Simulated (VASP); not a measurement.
## C: single point with PBE+D3(BJ)

Crystal: C.

```xyz
2
Lattice="1.2325 0.7116 3.3609 -1.2325 0.7116 3.3609 0.0000 -1.4231 3.3609" Properties=species:S:1:pos:R:3 pbc="T T T"
C     0.0000    0.0300    1.7748
C     0.0000   -0.0300    8.3081
```

This cell differs from its parent crystal: mode 4 frozen in at +0.095 Å and mode 6 at +0.030 Å (largest displacements).

| Item | Value |
| --- | --- |
| Program | VASP 6.6.1 |
| Task | single point |
| Functional | PBE |
| Dispersion | D3(BJ) |
| Potentials or basis | VASP PAW PBE potentials, release 64 (C) |
| Cutoff | 520 eV |
| k mesh | 15 × 15 × 15 |
| Occupations | gaussian, width 0.05 eV |
| Spin | no spin polarisation |
| Dipole correction | no |
| Further INCAR settings | ALGO = Normal; EDIFF = 1e-06; NBANDS = 11 |

```
Pressure                   : -0.1 GPa
Largest force              : 4.145 eV/Å
Band gap on the k mesh     : 0.21 eV, direct
Dispersion energy per atom : -0.156 eV
```

Forces on the atoms (eV/Å):
```
C    0.000 -2.760 -3.092
C    0.000  2.760  3.092
```

Stress tensor (GPa, compression positive):
```
 6.88  0.00  0.00
 0.00 -2.04 -4.70
 0.00 -4.70 -5.12
```

Levels at points of the mesh, in eV from the valence-band top:
```tsv
k point	band 2	band 3	band 4	band 5	band 6	band 7
(0.00, 0.00, 0.00)	-6.22	-3.35	-1.58	3.71	7.43	9.76
```

It took 4.1 min on 1 thread of AMD EPYC 9R45 (Zen 5), on a shared host, peak memory 0.23 GiB.

Caveat: the cell differs from its parent crystal (mode 4 frozen in at +0.095 Å and mode 6 at +0.030 Å (largest displacements)); forces of over 1 eV/Å act on the atoms, so gaps and moduli don't describe the material at rest. A k mesh can miss the band edges.
